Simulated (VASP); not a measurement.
A run of VASP 6.6.1:

Contents of INCAR:

```
SYSTEM = Zn
PREC = Accurate ; ENCUT = 520
EDIFF = 1E-7 ; ISMEAR = 0
SIGMA = 0.15 ; LREAL = .False.
LASPH = .True. ; NELM = 80
ALGO = Fast ; ISIF = 2
LWAVE = .False. ; LCHARG = .True.
GGA = PS ; LELF = .True.
LVHAR = .True. ; NBANDS = 12
```

The input KPOINTS:

```
Automatic mesh
0
Gamma
  20 20 20
  0 0 0
```

File POSCAR:

```
Zn
1.0
   -1.4841722663      1.5300745013      1.5147737563
    1.4841722663     -1.5300745013      1.5147737563
    1.4841722663      1.5300745013     -1.5147737563
Zn
1
Direct
    0.0000000000      0.0000000000      0.0000000000
```

Potentials or basis: VASP PAW PBE potentials, release 64 (Zn).

The run is started by

```console
$ cat potpaw_PBE.64/Zn/POTCAR > POTCAR
$ mpirun -np 1 vasp_std > vasp.out
```

Hardware: 1 thread of Intel(R) Xeon(R) 6975P-C (Granite Rapids) (shared host).

Q: How long does it take, and how much memory?

A: Wall time 72 s on 1 thread of Intel(R) Xeon(R) 6975P-C (Granite Rapids), on a shared host, peak memory 0.28 GiB. Counts: scf iterations 12, k points 1166.
